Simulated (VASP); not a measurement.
# Bi (P6/mmm) in VASP: notebook, part 2 of 2

VASP 6.6.1.

### 6 Single point, revPBE (33.99 Å³/atom)

This run uses another cell than the first one, of 33.99 Å³/atom.

INCAR reads:

```
PREC = Accurate
ENCUT = 520
EDIFF = 1E-6
ISMEAR = -1
SIGMA = 0.1
LREAL = False
LASPH = True
NELM = 60
ALGO = Normal
ISIF = 2
LWAVE = False
LCHARG = False
GGA = RE
NBANDS = 30
```

KPOINTS reads:

```
regular mesh
0
Gamma
  7 7 11
```

POSCAR reads:

```
Bi
1.0
    5.8503517181      0.0000000000      0.0000000000
   -2.9251758591      5.0665532090      0.0000000000
    0.0000000000      0.0000000000      3.4403226275
Bi
3
Direct
    0.0000000000      0.0000000000      0.0000000000
    0.3333333333      0.6666666667      0.5000000000
    0.6666666667      0.3333333333      0.5000000000
```

Potentials or basis: VASP PAW PBE potentials, release 64 (Bi_d).

Started as:

```sh
cat potpaw_PBE.64/Bi_d/POTCAR > POTCAR
mpirun -np 1 vasp_std > vasp.out
```

OUTCAR:

```text
PREC = Accurate
   ENCUT = 520
   EDIFF = 1E-6
   ISMEAR = -1
   LREAL = False
   LASPH = True
   NELM = 60
   ISIF = 2
   GGA = RE

 ion  position               nearest neighbor table
   1  0.000  0.000  0.000-   2 3.79   3 3.79   2 3.79   3 3.79   3 3.79   3 3.79   2 3.79   2 3.79
                             3 3.79   3 3.79   2 3.79   2 3.79
   2  0.333  0.667  0.500-   3 3.38   3 3.38   3 3.38   1 3.79   1 3.79   1 3.79   1 3.79   1 3.79
                             1 3.79
   3  0.667  0.333  0.500-   2 3.38   2 3.38   2 3.38   1 3.79   1 3.79   1 3.79   1 3.79   1 3.79
                             1 3.79

  LATTYP: Found a hexagonal cell.
 ALAT       =     5.8503517181
 C/A-ratio  =     0.5880539826

  Lattice vectors:

 A1 = (   5.8503517181,   0.0000000000,   0.0000000000)
 A2 = (  -2.9251758591,   5.0665532090,   0.0000000000)
 A3 = (   0.0000000000,   0.0000000000,   3.4403226275)

Analysis of symmetry for initial positions (statically):
=====================================================================
 Subroutine PRICEL returns:
 Original cell was already a primitive cell.

 Routine SETGRP: Setting up the symmetry group for a
 hexagonal supercell.

 Subroutine GETGRP returns: Found 24 space group operations
 (whereof 24 operations were pure point group operations)
 out of a pool of 24 trial point group operations.

The static configuration has the point symmetry D_6h.

Analysis of symmetry for dynamics (positions and initial velocities):
=====================================================================
 Subroutine PRICEL returns:
 Original cell was already a primitive cell.

 Routine SETGRP: Setting up the symmetry group for a
 hexagonal supercell.

 Subroutine GETGRP returns: Found 24 space group operations
 (whereof 24 operations were pure point group operations)
 out of a pool of 24 trial point group operations.

The dynamic configuration has the point symmetry D_6h.

 Subroutine INISYM returns: Found 24 space group operations
 (whereof 24 operations are pure point group operations),
 and found     1 'primitive' translations

----------------------------------------------------------------------------------------

                                     Primitive cell

  volume of cell :     101.9750

  direct lattice vectors                    reciprocal lattice vectors
     5.850351718  0.000000000  0.000000000     0.170929894  0.098686420  0.000000000
    -2.925175859  5.066553209  0.000000000     0.000000000  0.197372841  0.000000000
     0.000000000  0.000000000  3.440322628     0.000000000  0.000000000  0.290670413

  length of vectors
     5.850351718  5.850351718  3.440322628     0.197372841  0.197372841  0.290670413

  position of ions in fractional coordinates (direct lattice)
     0.000000000  0.000000000  0.000000000
     0.333333333  0.666666667  0.500000000
     0.666666667  0.333333333  0.500000000

  ion indices of the primitive-cell ions
   primitive index   ion index
                 1           1
                 2           2
                 3           3

----------------------------------------------------------------------------------------

 KPOINTS: regular mesh

Automatic generation of k-mesh.
 Grid dimensions read from file:
 generate k-points for:    7    7   11

 Generating k-lattice:

  Cartesian coordinates                     Fractional coordinates (reciprocal lattice)
     0.024418556  0.014098060  0.000000000     0.142857143  0.000000000  0.000000000
     0.000000000  0.028196120  0.000000000     0.000000000  0.142857143  0.000000000
     0.000000000  0.000000000  0.026424583     0.000000000  0.000000000  0.090909091

  Length of vectors
     0.028196120  0.028196120  0.026424583

  Shift w.r.t. Gamma in fractional coordinates (k-lattice)
     0.000000000  0.000000000  0.000000000

 Subroutine IBZKPT returns following result:
 ===========================================

 Found     48 irreducible k-points:

 Following reciprocal coordinates:
            Coordinates               Weight
  0.000000  0.000000  0.000000      1.000000
  0.142857 -0.000000  0.000000      6.000000
  0.285714 -0.000000  0.000000      6.000000
  0.428571  0.000000  0.000000      6.000000
  0.142857  0.142857  0.000000      6.000000
  0.285714  0.142857  0.000000     12.000000
[... 16 lines left out ...]
  0.428571  0.142857  0.181818     12.000000
  0.285714  0.285714  0.181818     12.000000
 [... further k-points ...]
   k-points           NKPTS =     48   k-points in BZ     NKDIM =     48   number of bands    NBANDS=     30
   number of dos      NEDOS =    301   number of ions     NIONS =      3
   total plane-waves  NPLWV =  64512
   dimension x,y,z NGX =    48 NGY =   48 NGZ =   28
   dimension x,y,z NGXF=    96 NGYF=   96 NGZF=   56
   ions per type =               3
   NGX,Y,Z   is equivalent  to a cutoff of  13.64, 13.64, 13.53 a.u.
   NGXF,Y,Z  is equivalent  to a cutoff of  27.28, 27.28, 27.06 a.u.
 SYSTEM =  unknown system
   PREC   = accura    normal or accurate (medium, high low for compatibility)
   ISTART =      0    job   : 0-new  1-cont  2-samecut
   ICHARG =      2    charge: 1-file 2-atom 10-const
   ISPIN  =      1    spin polarized calculation?
   LNONCOLLINEAR =      F non collinear calculations
   LSORBIT =      F    spin-orbit coupling
   LASPH  =      T    aspherical Exc in radial PAW
   ENCUT  =  520.0 eV  38.22 Ry    6.18 a.u.  10.88 10.88  6.40*2*pi/ulx,y,z
   NELM   =     60;   NELMIN=  2; NELMDL= -5     # of ELM steps
   EDIFF  = 0.1E-05   stopping-criterion for ELM
   LREAL  =      F    real-space projection
   EDIFFG = 0.1E-04   stopping-criterion for IOM
   NSW    =      0    number of steps for IOM
   IBRION =     -1    ionic relax: 0-MD 1-quasi-New 2-CG
   NFREE  =      0    steps in history (QN), initial steepest desc. (CG)
   ISIF   =      2    stress and relaxation
   ISYM   =      2    0-nonsym 1-usesym 2-fastsym
   POTIM  = 0.5000    time-step for ionic-motion
   TEBEG  =    0.0;   TEEND  =   0.0 temperature during run
   PSTRESS=    0.0 pullay stress
   NELECT =      45.0000    total number of electrons
   NUPDOWN=      -1.0000    fix difference up-down
   EMIN   =  10.00;   EMAX   =-10.00  energy-range for DOS
   EFERMI =   0.00;   METHOD = LEGACY
   ISMEAR =    -1;   SIGMA  =   0.10  broadening in eV -4-tet -1-fermi 0-gaus
   EFERMI_NEDOS =   21; number of points for ismear=-14 and -15
   IALGO  =     38    algorithm
   IMIX   =      4    mixing-type and parameters
     AMIX     =   0.40;   BMIX     =  1.00
     AMIX_MAG =   1.60;   BMIX_MAG =  1.00
  volume/ion in A,a.u.               =      33.99       229.39
  Fermi-wavevector in a.u.,A,eV,Ry     =   1.246372  2.355302 21.135884  1.553444
  Thomas-Fermi vector in A             =   2.380553
   LORBIT       =      0    0 simple, 1 ext, 2 COOP (PROOUT), +10 PAW based schemes
   GGA     = RE    functional components
   LHFCALC =     F    Hartree Fock is set to
   AEXX    =    0.0000 exact exchange contribution
   IVDW    =     0    specifies the selected vdW correction
   LEPSILON=     F    determine dielectric tensor
   LRPA    =     F    only Hartree local field effects (RPA)
 non-spin polarized calculation
  energy-cutoff  :      520.00
  volume of cell :      101.98
 maximum number of plane-waves:      2767
 NGX is ok and might be reduce to    48
   NGX = 21   NGY = 21   NGZ = 13

 number of electron      44.9999992 magnetization

 Free energy of the ion-electron system (eV)
  ---------------------------------------------------
  ext. energy  EPLUGINS =         0.00000000
  ---------------------------------------------------
  free energy    TOTEN  =       -10.24590669 eV

  energy without entropy =      -10.16864282  energy(sigma->0) =      -10.20727476

 E-fermi :   6.9359     XC(G=0):  -9.8076

 val. band max:        6.9121222803   @ k =   0.2857  -0.0000   0.2727
 cond. band min:       6.9454710303   @ k =   0.4286   0.1429   0.4545
 fundamental gap:      0.0333487500
 Fermi energy:         6.9358545587

 k-point     1 :       0.0000    0.0000    0.0000
  band No.  band energies     occupation
      1     -16.1489      2.00000
      2     -16.1150      2.00000
      3     -16.0653      2.00000
      4     -16.0644      2.00000
      5     -16.0644      2.00000
      6     -16.0308      2.00000
[... 781 lines left out ...]
     29      13.9911      0.00000
     30      14.0821      0.00000

 [... further k-points ...]

------------------------ aborting loop because EDIFF is reached ----------------------------------------

  FORCE on cell =-STRESS in cart. coord.  units (eV):
  Direction    XX          YY          ZZ          XY          YZ          ZX
  --------------------------------------------------------------------------------------
  -------------------------------------------------------------------------------------
  Total       -1.1862600     -1.1862600     -0.8010200      0.0000000     -0.0000000      0.0000000
  in kB      -18.6378879    -18.6378879    -12.5852019      0.0000000     -0.0000000      0.0000000
  external PRESSURE =     -16.6203259 kB  Pullay stress =       0.0000000 kB

 VOLUME and BASIS-vectors are now :
 -----------------------------------------------------------------------------
  energy-cutoff  :      520.00
  volume of cell :      101.98
      direct lattice vectors                 reciprocal lattice vectors
     5.850351718  0.000000000  0.000000000     0.170929894  0.098686420  0.000000000
    -2.925175859  5.066553209  0.000000000     0.000000000  0.197372841  0.000000000
     0.000000000  0.000000000  3.440322628     0.000000000  0.000000000  0.290670413

 POSITION                                       TOTAL-FORCE (eV/Angst)
 -----------------------------------------------------------------------------------
      0.00000      0.00000      0.00000        -0.000000      0.000000      0.000000
     -0.00000      3.37770      1.72016         0.000000      0.000000      0.000000
      2.92518      1.68885      1.72016        -0.000000      0.000000     -0.000000
 -----------------------------------------------------------------------------------
    total drift:                               -0.000000      0.000000     -0.000000

  FREE ENERGIE OF THE ION-ELECTRON SYSTEM (eV)
  ---------------------------------------------------
  free  energy   TOTEN  =       -10.2459066923 eV

  energy  without entropy=      -10.1686428186  energy(sigma->0) =      -10.20727476
```

Wall time 2.1 min (1 thread of Intel Xeon Platinum 8259CL at 2.50GHz (Skylake/Cascade Lake), shared host); peak memory 0.29 GiB.

Results:

* Free energy: -10.2459 eV
* Pressure: -1.7 GPa
* Band gap on the k mesh: zero (an odd number of electrons rules out a gap without spin polarisation)

Caveat: the PAW data sets were made with another functional, which shifts forces and pressure a little; spin-orbit coupling is left out, which moves the levels of the heavy elements.

### 7 Overview

| cell | gap on the mesh (eV) | pressure (GPa) |
| --- | --- | --- |
| a = 5.533, b = 5.533, c = 3.254 Å, angles 90.0, 90.0, 120.0°, 3 atoms | none | 8.1 |
| a = 5.616, b = 5.616, c = 3.303 Å, angles 90.0, 90.0, 120.0°, 3 atoms | none | 4.8 |
| a = 5.696, b = 5.696, c = 3.350 Å, angles 90.0, 90.0, 120.0°, 3 atoms | none | 2.2 |
| a = 5.774, b = 5.774, c = 3.396 Å, angles 90.0, 90.0, 120.0°, 3 atoms | none | 0.1 |
| a = 5.850, b = 5.850, c = 3.440 Å, angles 90.0, 90.0, 120.0°, 3 atoms | none | -1.7 |

Alike in all rows: task single point; level revPBE; potentials or basis VASP PAW PBE potentials, release 64 (Bi_d); no spin polarisation; k mesh 7 × 7 × 11; cutoff (eV) 520; smearing fermi-dirac 0.1 eV.

Caveats: the PAW data sets were made with another functional, which shifts forces and pressure a little; spin-orbit coupling is left out, which moves the levels of the heavy elements; the cell stands under pressure (at least some runs).

Absolute energies hang on the potentials; compare differences alone.
